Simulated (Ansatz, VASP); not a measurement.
One calculation of Co3Sn2Se2, two programs

INCAR

```
PREC     = Accurate       # precision mode
ENCUT    = 520            # plane-wave cutoff, eV
EDIFF    = 1E-6           # SCF threshold, eV
ISMEAR   = -1             # smearing method
SIGMA    = 0.1            # smearing width, eV
LREAL    = F              # projectors in reciprocal space
LASPH    = T              # aspherical terms in the spheres
NELM     = 150            # most SCF steps
ALGO     = Normal         # electronic algorithm
ISIF     = 2              # what is computed and relaxed
LWAVE    = F              # write WAVECAR
LCHARG   = T              # write CHGCAR
LMAXMIX  = 4              # l up to which the mixer works
LDAU     = T              # DFT+U
LDAUTYPE = 2            
LDAUL    = 2 -1 -1        # shell
LDAUU    = 3 0 0          # U, eV
LDAUJ    = 0 0 0        
LDAUPRINT= 1            
GGA      = CA             # functional
LELF     = T              # ELF
LVHAR    = T            
NBANDS   = 42             # bands
```

File KPOINTS:

```
Automatic mesh
0
Gamma
  4 4 4
```

Contents of POSCAR:

```
Co3Sn2Se2
1.0
    2.7537980000      4.7697130000      0.0000000000
   -2.7537980000      4.7697130000      0.0000000000
    0.0000000000     -3.1798050000      4.4984760000
Co Se Sn
3 2 2
Direct
    0.0000000000      0.0000000000      0.5000000000
    0.5000000000      0.0000000000      0.5000000000
    0.0000000000      0.5000000000      0.5000000000
    0.2830000000      0.2830000000      0.8490000000
    0.7170000000      0.7170000000      0.1510000000
    0.5000000000      0.5000000000      0.5000000000
    0.0000000000      0.0000000000      0.0000000000
```

Input for Ansatz:

```yaml
crystal:
  lattice:
    - [2.753798, 4.769713, 0.0]
    - [-2.753798, 4.769713, 0.0]
    - [0.0, -3.179805, 4.498476]
  atoms:
    - { symbol: Co, position: [0.0, 0.0, 0.5] }
    - { symbol: Co, position: [0.5, 0.0, 0.5] }
    - { symbol: Co, position: [0.0, 0.5, 0.5] }
    - { symbol: Se, position: [0.283, 0.283, 0.849] }
    - { symbol: Se, position: [0.717, 0.717, 0.151] }
    - { symbol: Sn, position: [0.5, 0.5, 0.5] }
    - { symbol: Sn, position: [0.0, 0.0, 0.0] }
  symmetry: { tolerance: 0.0003 }
kpoints:
  mp_grid: { grid: [4, 4, 4], shift: [0, 0, 0] }
magnetization:
  spin_polarized: false
scf:
  occupations: { method: fermi_dirac }
hamiltonian:
  pseudopotentials: { kind: paw }
  xc: lda
  hubbard: { sites: [{ species: Co, l: d, u_eff: 3.0 }], double_counting: fll }
basis:
  ecutwfc: 420
output:
  forces: true
  stress: true
  eigenvalues: true
```

Alike in both runs: task single point; functional LDA; k mesh 4 × 4 × 4; no spin polarisation; Hubbard terms Co d U = 3.0 eV.

```csv
,VASP,Ansatz
version,VASP 6.6.1,Ansatz 0.2.0
potentials or method,"VASP PAW LDA potentials, release 64 (Co, Se, Sn_d), cutoff 520 eV",PAW plane waves
occupations,"fermi-dirac, width 0.1 eV",fermi-dirac
valence electrons in the cell,67,111
```

```csv
,VASP,Ansatz,Ansatz less VASP
gap on the k mesh at the Fermi level (eV),none,none,-
pressure (GPa),-8.7,-7.8,+0.87
"traceless stress, the component that is largest in VASP (GPa)",2.50,2.18,-0.319
rms of the force components (eV/Å),0.039,0.088,+0.0490
```

LDA's correlation is that of Perdew and Zunger in VASP and of Perdew and Wang (1992) in Ansatz. The programs project onto different local orbitals, so the same U acts differently, and such runs can settle in different states. Atom by atom the forces differ by 0.049 eV/Å (rms over components). A gap of «none» marks a metal or a gap that the smearing closes. VASP's potentials hold 67 valence electrons a cell and Ansatz's 111, so a difference there can come from the potentials and not from the codes. Ansatz's warnings: filled band counts differ across k points, structure snapped to symmetry.
